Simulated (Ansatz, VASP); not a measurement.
# Cu in VASP and in Ansatz

```
CELL_PARAMETERS angstrom
-1.43948 1.43948 1.31950
1.43948 -1.43948 1.31950
1.43948 1.43948 -1.31950
ATOMIC_POSITIONS crystal
Cu 0.00000 0.00000 0.00000
```

Alike in both runs: functional LDA; k mesh 16 × 16 × 16; no spin polarisation.

Ansatz relaxed the structure, and its values are those at the end. VASP's run is a single point on that final structure, the one shown.

|  | VASP | Ansatz |
| --- | --- | --- |
| version | VASP 6.6.1 | Ansatz 0.2.0 |
| potentials or method | VASP PAW LDA potentials, release 64 (Cu), cutoff 520 eV | plane waves, PAW |
| occupations | fermi-dirac, width 0.1 eV | fermi-dirac |
| valence electrons in the cell | 11 | 19 |

```csv
,VASP,Ansatz,Ansatz less VASP
pressure (GPa),0.9,0.0,-0.91
```

LDA's correlation is that of Perdew and Zunger in VASP and of Perdew and Wang (1992) in Ansatz. VASP's potentials hold 11 valence electrons a cell and Ansatz's 19, so a difference there can come from the potentials and not from the codes.
